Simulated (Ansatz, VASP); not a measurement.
Ta: VASP beside Ansatz

```
Ta
1.0
    -1.65128    1.65128    1.65128
     1.65128   -1.65128    1.65128
     1.65128    1.65128   -1.65128
Ta
1
Cartesian
  0.0000 0.0000 0.0000
```

Alike in both runs: functional PBEsol; k mesh 11 × 11 × 11; occupations fermi-dirac, width 0.05 eV; non-collinear spin, spin-orbit coupling.

|  | VASP | Ansatz |
| --- | --- | --- |
| version | VASP 6.6.1 | Ansatz 0.2.0 |
| potentials or method | VASP PAW PBE potentials, release 64 (Ta_pv) | Ansatz PAW |
| plane-wave cutoff (eV) | 520 | 420 |
| valence electrons in the cell | 11 | 13 |
| task | single point | band structure |

```tsv
	VASP	Ansatz	Ansatz less VASP
pressure (GPa)	-4.4	-4.4	-0.05
net moment per atom (μB)	0.00	0.00	0.000
```

VASP's potentials were made for PBE, not for PBEsol. The functional is the same, so the differences come from potentials, cutoffs and numerics. VASP's potentials hold 11 valence electrons a cell and Ansatz's 13, so a difference there can come from the potentials and not from the codes.
